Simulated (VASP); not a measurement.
# Ta3Cu (I4/mmm) in VASP: settings compared, part 2 of 2

VASP 6.6.1.

## Step 4: Single point, LDA (17.96 Å³/atom)

This run uses another cell than the first one, of 17.96 Å³/atom.

File INCAR:

```
PREC     = Accurate       # precision mode
ENCUT    = 600            # plane-wave cutoff, eV
EDIFF    = 1E-6           # SCF threshold, eV
ISMEAR   = -1             # smearing method
SIGMA    = 0.05           # smearing width, eV
LREAL    = False          # projectors in reciprocal space
LASPH    = True           # aspherical terms in the spheres
NELM     = 120            # most SCF steps
ALGO     = Normal         # electronic algorithm
ISIF     = 2              # what is computed and relaxed
LWAVE    = False          # write WAVECAR
LCHARG   = True           # write CHGCAR
GGA      = CA             # functional
LELF     = True           # ELF
LVHAR    = True         
NBANDS   = 30             # bands
GGA_COMPAT= False
```

File KPOINTS:

```
regular mesh
0
Gamma
  9 9 9
```

File POSCAR:

```
Ta3Cu
1.0
   -2.0458602655      2.0458602655      4.2907040909
    2.0458602655     -2.0458602655      4.2907040909
    2.0458602655      2.0458602655     -4.2907040909
Ta Cu
3 1
Direct
    0.5000000000      0.5000000000      0.0000000000
    0.2500000000      0.7500000000      0.5000000000
    0.7500000000      0.2500000000      0.5000000000
    0.0000000000      0.0000000000      0.0000000000
```

Potentials or basis: VASP PAW LDA potentials, release 64 (Ta_pv, Cu).

The run is started by

```console
> cat potpaw_LDA.64/Ta_pv/POTCAR potpaw_LDA.64/Cu/POTCAR > POTCAR
> mpirun -np 1 vasp_std > vasp.out
```

OUTCAR:

```text
PREC = Accurate
   ENCUT = 600
   EDIFF = 1E-6
   ISMEAR = -1
   LREAL = False
   LASPH = True
   NELM = 120
   ISIF = 2
   GGA = CA

 ion  position               nearest neighbor table
   1  0.500  0.500  0.000-   4 2.89   4 2.89   4 2.89   4 2.89   3 2.96   2 2.96   3 2.96   3 2.96
                             2 2.96   2 2.96   3 2.96   2 2.96
   2  0.250  0.750  0.500-   3 2.89   3 2.89   3 2.89   3 2.89   4 2.96   1 2.96   4 2.96   1 2.96
                             4 2.96   4 2.96   1 2.96   1 2.96
   3  0.750  0.250  0.500-   2 2.89   2 2.89   2 2.89   2 2.89   4 2.96   1 2.96   4 2.96   4 2.96
                             1 2.96   1 2.96   4 2.96   1 2.96
   4  0.000  0.000  0.000-   1 2.89   1 2.89   1 2.89   1 2.89   3 2.96   2 2.96   3 2.96   2 2.96
                             3 2.96   3 2.96   2 2.96   2 2.96

  LATTYP: Found a body centered tetragonal cell.
 ALAT       =     4.0917205310
 C/A-ratio  =     2.0972615595

  Lattice vectors:

 A1 = (  -2.0458602655,   2.0458602655,   4.2907040909)
 A2 = (   2.0458602655,  -2.0458602655,   4.2907040909)
 A3 = (   2.0458602655,   2.0458602655,  -4.2907040909)

Analysis of symmetry for initial positions (statically):
[... 179 lines left out ...]
 val. band max:        5.3195762685   @ k =   0.4444   0.3333   0.0000
 cond. band min:       5.3454821391   @ k =   0.3333   0.3333   0.1111
 fundamental gap:      0.0259058706
 Fermi energy:         5.3429283580

 k-point     1 :       0.0000    0.0000    0.0000
  band No.  band energies     occupation
      1     -29.1378      2.00000
      2     -29.0039      2.00000
      3     -29.0039      2.00000
      4     -28.8580      2.00000
      5     -28.8580      2.00000
      6     -28.7205      2.00000
[... 781 lines left out ...]
     29       9.0272      0.00000
     30       9.0770      0.00000

 [... further k-points ...]

------------------------ aborting loop because EDIFF is reached ----------------------------------------

  FORCE on cell =-STRESS in cart. coord.  units (eV):
  Direction    XX          YY          ZZ          XY          YZ          ZX
  --------------------------------------------------------------------------------------
  -------------------------------------------------------------------------------------
  Total       -8.3459685     -8.3459685     -8.5107266      0.0000000     -0.0000000      0.0000000
  in kB     -186.1430524   -186.1430524   -189.8177100      0.0000000     -0.0000000      0.0000000
  external PRESSURE =    -187.3679382 kB  Pullay stress =       0.0000000 kB

 VOLUME and BASIS-vectors are now :
 -----------------------------------------------------------------------------
  energy-cutoff  :      600.00
  volume of cell :       71.84
      direct lattice vectors                 reciprocal lattice vectors
    -2.045860265  2.045860265  4.290704091     0.000000000  0.244395968  0.116530991
     2.045860265 -2.045860265  4.290704091     0.244395968  0.000000000  0.116530991
     2.045860265  2.045860265 -4.290704091     0.244395968  0.244395968  0.000000000

 POSITION                                       TOTAL-FORCE (eV/Angst)
 -----------------------------------------------------------------------------------
      0.00000      0.00000      4.29070         0.000000     -0.000000      0.000000
      2.04586      0.00000      2.14535        -0.000000      0.000000     -0.000000
      0.00000      2.04586      2.14535        -0.000000     -0.000000      0.000000
      0.00000      0.00000      0.00000         0.000000     -0.000000      0.000000
 -----------------------------------------------------------------------------------
    total drift:                               -0.000000      0.000000      0.000000

  FREE ENERGIE OF THE ION-ELECTRON SYSTEM (eV)
  ---------------------------------------------------
  free  energy   TOTEN  =       -41.9798084344 eV

  energy  without entropy=      -41.9430075020  energy(sigma->0) =      -41.96140797
```

OSZICAR:

```text
N       E                     dE             d eps       ncg     rms          rms(c)
[... 12 lines left out ...]
DAV:  13    -0.419972478707E+02    0.25887E-01   -0.18759E-02  6438   0.312E+00    0.100E+00
DAV:  14    -0.419881245558E+02    0.91233E-02   -0.86418E-03  6758   0.162E+00    0.692E-01
DAV:  15    -0.419817042647E+02    0.64203E-02   -0.61014E-03  6290   0.189E+00    0.345E-01
DAV:  16    -0.419805113075E+02    0.11930E-02   -0.24489E-03  6746   0.705E-01    0.206E-01
DAV:  17    -0.419799269037E+02    0.58440E-03   -0.67700E-04  5898   0.613E-01    0.915E-02
DAV:  18    -0.419798083051E+02    0.11860E-03   -0.38617E-04  6138   0.371E-01    0.183E-02
DAV:  19    -0.419798084848E+02   -0.17972E-06   -0.59012E-05  5788   0.711E-02    0.956E-03
DAV:  20    -0.419798084344E+02    0.50402E-07   -0.13361E-06  3680   0.743E-03
   1 F= -.41979808E+02 E0= -.41961408E+02  d E =-.368009E-01
```

It took 7.6 min on 1 thread of Intel Xeon 6975P-C (Granite Rapids), shared host; peak memory 0.33 GiB.

Results:

```
Free energy            : -41.9798 eV
Pressure               : -18.7 GPa
Band gap on the k mesh : zero (bands 22 and 23 overlap by 1.22 eV)
```

Levels at points of the mesh, in eV from the Fermi level:
```csv
k point,band 18,band 19,band 20,band 21,band 22,band 23,band 24,band 25,band 26,band 27
"(0.00, 0.00, 0.00)",-1.78,-1.50,-1.50,-0.17,-0.17,0.04,1.91,2.06,2.27,2.54
```

Caveat: the cell stands under tension; spin-orbit coupling is left out, which moves the levels of the heavy elements.

## Step 5: Single point, PBE

This run uses another cell than the first one, of 16.61 Å³/atom.

File INCAR:

```
  ALGO = Normal
  EDIFF = 1E-6
  ENCUT = 520
  GGA = PE
  ISIF = 2
  ISMEAR = -1
  LASPH = True
  LCHARG = False
  LREAL = False
  LWAVE = False
  NBANDS = 30
  NELM = 100
  PREC = Accurate
  SIGMA = 0.05
```

File KPOINTS:

```
k-points
0
Gamma
  7 7 7
```

File POSCAR:

```
Ta3Cu
1.0
   -1.9864419300      1.9864419300      4.2081700000
    1.9864419300     -1.9864419300      4.2081700000
    1.9864419300      1.9864419300     -4.2081700000
Ta Cu
3 1
Direct
    0.5000000000      0.5000000000      0.0000000000
    0.2500000000      0.7500000000      0.5000000000
    0.7500000000      0.2500000000      0.5000000000
    0.0000000000      0.0000000000      0.0000000000
```

Potentials or basis: VASP PAW PBE potentials, release 64 (Ta_pv, Cu).

The run is started by

```console
> cat potpaw_PBE.64/Ta_pv/POTCAR potpaw_PBE.64/Cu/POTCAR > POTCAR
> mpirun -np 1 vasp_std > vasp.out
```

It took 5.9 min on 1 thread of Intel Xeon 8259CL, shared host; peak memory 0.28 GiB.

The run converged. Its results:

```yaml
Free_energy: -38.5044 eV
Pressure: 4.6 GPa
Band_gap_on_the_k_mesh: zero (bands 22 and 23 overlap by 0.81 eV)
```

Stress tensor (GPa, compression positive):
```
5.32 0.00 0.00
0.00 5.32 0.00
0.00 0.00 3.13
```

Levels at points of the mesh, in eV from the Fermi level:
```csv
k point,band 18,band 19,band 20,band 21,band 22,band 23,band 24,band 25,band 26,band 27
"(0.00, 0.00, 0.00)",-1.96,-1.65,-1.65,-0.14,-0.14,0.09,1.97,2.29,2.44,2.83
```

Caveat: the cell stands under pressure; spin-orbit coupling is left out, which moves the levels of the heavy elements.

## Step 6: Summary

| level | potentials or basis | cell | k mesh | cutoff (eV) | gap on the mesh (eV) | pressure (GPa) |
| --- | --- | --- | --- | --- | --- | --- |
| LDA | VASP PAW LDA potentials, release 64 (Ta_pv, Cu) | a = 5.109 Å, angles 133.4, 133.4, 68.0°, 4 atoms | 9 × 9 × 9 | 600 | none | -13.4 |
| LDA | VASP PAW LDA potentials, release 64 (Ta_pv, Cu) | a = 5.142 Å, angles 133.4, 133.4, 68.0°, 4 atoms | 9 × 9 × 9 | 600 | none | -16.2 |
| LDA | VASP PAW LDA potentials, release 64 (Ta_pv, Cu) | a = 5.175 Å, angles 133.4, 133.4, 68.0°, 4 atoms | 9 × 9 × 9 | 600 | none | -18.7 |
| PBE | VASP PAW PBE potentials, release 64 (Ta_pv, Cu) | a = 5.060 Å, angles 133.8, 133.8, 67.5°, 4 atoms | 7 × 7 × 7 | 520 | none | 4.6 |

Alike in all rows: task single point; no spin polarisation; smearing fermi-dirac 0.05 eV.

Caveats: spin-orbit coupling is left out, which moves the levels of the heavy elements; the cell stands under tension (at least some runs); the cell stands under pressure (at least some runs).

Absolute energies hang on the potentials; compare differences alone.
